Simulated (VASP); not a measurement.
**Rb: single point with PBE**

Rb:

```
CELL_PARAMETERS angstrom
5.64221 0.00000 0.00000
0.00000 5.64221 0.00000
0.00000 0.00000 5.78397
ATOMIC_POSITIONS crystal
Rb 0.00000 0.00000 0.00000
Rb 0.50000 0.50000 0.50000
```

This cell differs from its parent crystal: uniaxial strain along c: +2.0 %.

| Property | Result |
| --- | --- |
| Program | VASP 6.6.1 |
| Task | single point |
| Functional | PBE |
| Potentials or basis | VASP PAW PBE potentials, release 64 (Rb_sv) |
| Cutoff | 520 eV |
| k mesh | 10 × 10 × 10 |
| Occupations | gaussian, width 0.1 eV |
| Spin | no spin polarisation |

- Pressure: 0.0 GPa
- Band gap on the k mesh: zero (bands 9 and 10 overlap by 1.92 eV)

Levels at points of the mesh, in eV from the Fermi level:
| k point | band 6 | band 7 | band 8 | band 9 | band 10 | band 11 | band 12 | band 13 |
| --- | --- | --- | --- | --- | --- | --- | --- | --- |
| (0.00, 0.00, 0.00) | -12.97 | -12.97 | -12.96 | -1.97 | 1.22 | 1.29 | 3.05 | 3.29 |
| (0.50, 0.00, 0.00) | -13.00 | -13.00 | -13.00 | -0.60 | -0.60 | 2.32 | 2.32 | 2.92 |
| (0.50, 0.50, 0.00) | -13.00 | -12.97 | -12.97 | 0.26 | 0.26 | 0.80 | 0.80 | 2.49 |
| (0.00, 0.00, 0.50) | -13.00 | -13.00 | -13.00 | -0.66 | -0.66 | 2.31 | 2.31 | 3.07 |
| (0.50, 0.00, 0.50) | -13.00 | -12.96 | -12.96 | 0.21 | 0.21 | 0.74 | 0.74 | 2.61 |
| (0.50, 0.50, 0.50) | -13.01 | -13.01 | -13.01 | 1.26 | 1.26 | 1.29 | 1.29 | 1.29 |

It took 3.7 min on 1 thread of Intel(R) Xeon(R) Platinum 8488C (Sapphire Rapids), on a shared host, peak memory 0.46 GiB.

Caveat: the cell differs from its parent crystal (uniaxial strain along c: +2.0 %).
